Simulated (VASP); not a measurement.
Set up this calculation in VASP 6.6.1, as the native input.

| Item | Value |
| --- | --- |
| Task | electric field gradients |
| Functional | PBE |
| Potentials or basis | VASP PAW PBE potentials, release 64 (Ti_sv) |
| Cutoff | 400 eV |
| k mesh | 17 × 17 × 9 |
| Occupations | fermi-dirac, width 0.02 eV |
| Spin | no spin polarisation |
| Dipole correction | no |
| Further INCAR settings | ALGO = Normal; EDIFF = 1e-08; NBANDS = 19 |

The structure of Ti lies in POSCAR:

```
Ti
1.0
    2.9499978604      0.0000000000      0.0000000000
   -1.4749989302      2.5547730882      0.0000000000
    0.0000000000      0.0000000000      4.6860000000
Ti
2
Direct
    0.3333333333      0.6666666667      0.2500000000
    0.6666666667      0.3333333333      0.7500000000
```

These files were run (other wordings do the same):

INCAR

```
SYSTEM = Ti
PREC     = Accurate       ! precision mode
ENCUT    = 400            ! plane-wave cutoff, eV
EDIFF    = 1E-8           ! SCF threshold, eV
ISMEAR   = -1             ! smearing method
SIGMA    = 0.02           ! smearing width, eV
LREAL    = .False.        ! projectors in reciprocal space
LASPH    = .True.         ! aspherical terms in the spheres
NELM     = 120            ! most SCF steps
ALGO     = Normal         ! electronic algorithm
ISIF     = 2              ! what is computed and relaxed
LWAVE    = .False.        ! write WAVECAR
LCHARG   = .False.        ! write CHGCAR
GGA      = PE             ! functional
LEFG     = .True.       
NBANDS   = 19             ! bands
GGA_COMPAT= .False.
```

KPOINTS

```
regular mesh
0
Gamma
  17 17 9
  0 0 0
```

Potentials or basis: VASP PAW PBE potentials, release 64 (Ti_sv).

The run is started by

```sh
$ cat potpaw_PBE.64/Ti_sv/POTCAR > POTCAR
$ mpirun -np 1 vasp_std > vasp.out
```

Results of the run:

- Pressure: -2.7 GPa
- Band gap on the k mesh: zero (band 12 reaches 8.93 eV, above the bottom of band 13 at 7.86 eV)

Caveat: without QUAD_EFG the Cq values of the log hold for a quadrupole moment of 1 mb, not for the nuclei.

Run time: 35 s on 1 thread of Intel(R) Xeon(R) 6975P-C (Granite Rapids) (shared host), peak memory 0.18 GiB.
